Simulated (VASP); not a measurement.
# Rh (P6_3/mmc) in VASP: further runs, part 2 of 2

VASP 6.6.1.

## (3) Single point, PBEsol

File INCAR:

```
PREC = Accurate
ENCUT = 520
EDIFF = 1E-6
ISMEAR = 0
SIGMA = 0.3
LREAL = F
LASPH = T
NELM = 80
ALGO = Normal
ISIF = 2
LWAVE = F
LCHARG = F
GGA = PS
NBANDS = 38
```

File KPOINTS:

```
Automatic mesh
0
Gamma
  9 9 3
```

File POSCAR:

```
Rh
1.0
    2.6917450000      0.0000000000      0.0000000000
   -1.3458725000      2.3311195505      0.0000000000
    0.0000000000      0.0000000000      8.7980700000
Rh
4
Direct
    0.0000000000      0.0000000000      0.0000000000
    0.3333333333      0.6666666667      0.2500000000
    0.0000000000      0.0000000000      0.5000000000
    0.6666666667      0.3333333333      0.7500000000
```

Potentials or basis: VASP PAW PBE potentials, release 64 (Rh_pv).

The run is started by

```console
> cat potpaw_PBE.64/Rh_pv/POTCAR > POTCAR
> mpirun -np 1 vasp_std > vasp.out
```

OUTCAR:

```text
PREC = Accurate
   ENCUT = 520
   EDIFF = 1E-6
   ISMEAR = 0
   LREAL = F
   LASPH = T
   NELM = 80
   ISIF = 2
   GGA = PS

 ion  position               nearest neighbor table
   1  0.000  0.000  0.000-   2 2.69   4 2.69   2 2.69   4 2.69   4 2.69   2 2.69
   2  0.333  0.667  0.250-   1 2.69   3 2.69   1 2.69   3 2.69   1 2.69   3 2.69
   3  0.000  0.000  0.500-   2 2.69   4 2.69   2 2.69   4 2.69   4 2.69   2 2.69
   4  0.667  0.333  0.750-   1 2.69   3 2.69   1 2.69   3 2.69   1 2.69   3 2.69

  LATTYP: Found a hexagonal cell.
 ALAT       =     2.6917450000
 C/A-ratio  =     3.2685376958

  Lattice vectors:

 A1 = (   2.6917450000,   0.0000000000,   0.0000000000)
 A2 = (  -1.3458725000,   2.3311195505,   0.0000000000)
 A3 = (   0.0000000000,   0.0000000000,   8.7980700000)

Analysis of symmetry for initial positions (statically):
=====================================================================
 Subroutine PRICEL returns:
 Original cell was already a primitive cell.

 Routine SETGRP: Setting up the symmetry group for a
 hexagonal supercell.
[... 169 lines left out ...]
  free energy    TOTEN  =       -32.58394671 eV

  energy without entropy =      -32.33724365  energy(sigma->0) =      -32.46059518

 E-fermi :  11.6837     XC(G=0): -14.1929

 val. band max:       11.6707820973   @ k =   0.3333   0.0000   0.3333
 cond. band min:      11.6970001771   @ k =   0.2222   0.0000   0.3333
 fundamental gap:      0.0262180798
 Fermi energy:        11.6837115873

 k-point     1 :       0.0000    0.0000    0.0000
  band No.  band energies     occupation
      1     -35.3668      2.00000
      2     -35.0165      2.00000
      3     -35.0048      2.00000
      4     -34.7316      2.00000
      5     -34.7316      2.00000
      6     -34.6869      2.00000
[... 973 lines left out ...]
     37      19.6236      0.00000
     38      19.6236      0.00000

------------------------ aborting loop because EDIFF is reached ----------------------------------------

  FORCE on cell =-STRESS in cart. coord.  units (eV):
  Direction    XX          YY          ZZ          XY          YZ          ZX
  --------------------------------------------------------------------------------------
  -------------------------------------------------------------------------------------
  Total       -1.6245091     -1.6245091     -2.1771597      0.0000000      0.0000000      0.0000000
  in kB      -47.1462167    -47.1462167    -63.1851453      0.0000000      0.0000000      0.0000000
  external PRESSURE =     -52.4925262 kB  Pullay stress =       0.0000000 kB

 VOLUME and BASIS-vectors are now :
 -----------------------------------------------------------------------------
  energy-cutoff  :      520.00
  volume of cell :       55.21
      direct lattice vectors                 reciprocal lattice vectors
     2.691745000  0.000000000  0.000000000     0.371506216  0.214489214  0.000000000
    -1.345872500  2.331119550  0.000000000     0.000000000  0.428978428  0.000000000
     0.000000000  0.000000000  8.798070000     0.000000000  0.000000000  0.113661292

 POSITION                                       TOTAL-FORCE (eV/Angst)
 -----------------------------------------------------------------------------------
      0.00000      0.00000      0.00000        -0.000000      0.000000     -0.000000
     -0.00000      1.55408      2.19952         0.000000      0.000000      0.000000
      0.00000      0.00000      4.39903        -0.000000      0.000000     -0.000000
      1.34587      0.77704      6.59855        -0.000000     -0.000000      0.000000
 -----------------------------------------------------------------------------------
    total drift:                                0.000000     -0.000000      0.000000

  FREE ENERGIE OF THE ION-ELECTRON SYSTEM (eV)
  ---------------------------------------------------
  free  energy   TOTEN  =       -32.5839467075 eV

  energy  without entropy=      -32.3372436475  energy(sigma->0) =      -32.46059518
```

stdout:

```text
POSCAR found type information on POSCAR Rh
 POSCAR found :  1 types and       4 ions
 scaLAPACK will be used
 -----------------------------------------------------------------------------
|                                                                             |
|                                                                             |
|     You enforced a specific xc type in the INCAR file but a different       |
|     I HOPE YOU KNOW WHAT YOU ARE DOING!                                     |
|                                                                             |
 -----------------------------------------------------------------------------

 LDA part: xc-table for (Slater+PW92), standard interpolation
 POSCAR, INCAR and KPOINTS ok, starting setup
 FFT: planning ... GRIDC
 FFT: planning ... GRID_SOFT
 FFT: planning ... GRID
 WAVECAR not read
 entering main loop
```

Run time: 78 s. Hardware: 1 thread of Intel Xeon 6975P-C, shared host; peak memory 0.18 GiB.

What came out:

```
Free energy            : -32.5839 eV
Pressure               : -5.2 GPa
Band gap on the k mesh : zero (band 30 reaches 12.30 eV, above the bottom of band 31 at 10.68 eV)
```

Stress tensor (GPa, compression positive):
```
-4.71  0.00  0.00
 0.00 -4.71  0.00
 0.00  0.00 -6.32
```

Caveat: the PAW data sets were made with another functional, which shifts forces and pressure a little.

## (4) Single point, PBEsol

File INCAR:

```
PREC     = Accurate       # precision mode
ENCUT    = 520            # plane-wave cutoff, eV
EDIFF    = 1E-6           # SCF threshold, eV
ISMEAR   = 0              # smearing method
SIGMA    = 0.2            # smearing width, eV
LREAL    = False          # projectors in reciprocal space
LASPH    = True           # aspherical terms in the spheres
NELM     = 100            # most SCF steps
ALGO     = Normal         # electronic algorithm
ISIF     = 2              # what is computed and relaxed
LWAVE    = False          # write WAVECAR
LCHARG   = False          # write CHGCAR
GGA      = PS             # functional
NBANDS   = 38             # bands
```

File KPOINTS:

```
regular mesh
0
Gamma
  9 9 3
```

POSCAR is that of step 3.

The run is started by

```console
> cat potpaw_PBE.64/Rh_pv/POTCAR > POTCAR
> mpirun -np 1 vasp_std > vasp.out
```

Run time: 1.8 min. Hardware: 1 thread of Intel Xeon 6975P-C, shared host; peak memory 0.18 GiB.

It converged, with:

* Free energy: -32.5182 eV
* Pressure: -5.7 GPa
* Band gap on the k mesh: zero (band 30 reaches 12.29 eV, above the bottom of band 31 at 10.68 eV)

Stress tensor (GPa, compression positive):
```
-5.12  0.00  0.00
 0.00 -5.12  0.00
 0.00  0.00 -6.72
```

Levels at points of the mesh, in eV from the Fermi level:
```csv
k point,band 26,band 27,band 28,band 29,band 30,band 31,band 32,band 33,band 34,band 35
"(0.00, 0.00, 0.00)",-2.61,-2.61,-1.42,-1.42,-0.83,-0.83,-0.33,-0.33,0.44,0.44
```

Caveat: the PAW data sets were made with another functional, which shifts forces and pressure a little.

## (5) Single point, PBEsol

File INCAR:

```
  PREC = Accurate
  ENCUT = 520
  EDIFF = 1E-6
  ISMEAR = 0
  SIGMA = 0.1
  LREAL = False
  LASPH = True
  NELM = 60
  ALGO = Normal
  ISIF = 2
  LWAVE = False
  LCHARG = False
  GGA = PS
  NBANDS = 38
```

KPOINTS is that of step 4.

POSCAR is that of step 4.

The run is started by

```console
> cat potpaw_PBE.64/Rh_pv/POTCAR > POTCAR
> mpirun -np 1 vasp_std > vasp.out
```

Run time: 1.7 min. Hardware: 1 thread of Intel Xeon 6975P-C, shared host; peak memory 0.18 GiB.

Results (log left out):

```
Free energy            : -32.4831 eV
Pressure               : -5.8 GPa
Band gap on the k mesh : zero (band 30 reaches 12.29 eV, above the bottom of band 31 at 10.68 eV)
```

Stress tensor (GPa, compression positive):
```
-5.31  0.00  0.00
 0.00 -5.31  0.00
 0.00  0.00 -6.92
```

Levels at points of the mesh, in eV from the Fermi level:
| k point | band 26 | band 27 | band 28 | band 29 | band 30 | band 31 | band 32 | band 33 | band 34 | band 35 |
| --- | --- | --- | --- | --- | --- | --- | --- | --- | --- | --- |
| (0.00, 0.00, 0.00) | -2.61 | -2.61 | -1.42 | -1.42 | -0.84 | -0.84 | -0.34 | -0.34 | 0.44 | 0.44 |

Caveat: the PAW data sets were made with another functional, which shifts forces and pressure a little.

## (6) Summary

| smearing | gap on the mesh (eV) | pressure (GPa) |
| --- | --- | --- |
| gaussian 0.5 eV | none | -3.9 |
| gaussian 0.3 eV | none | -5.2 |
| gaussian 0.2 eV | none | -5.7 |
| gaussian 0.1 eV | none | -5.8 |

Alike in all rows: task single point; level PBEsol; potentials or basis VASP PAW PBE potentials, release 64 (Rh_pv); no spin polarisation; cell as given; k mesh 9 × 9 × 3; cutoff (eV) 520.

Every run on the cell as given and a fine mesh finds a metal.

Caveats: the PAW data sets were made with another functional, which shifts forces and pressure a little.

Total energies depend on the potentials used, so only differences within one code and one set of settings carry meaning.
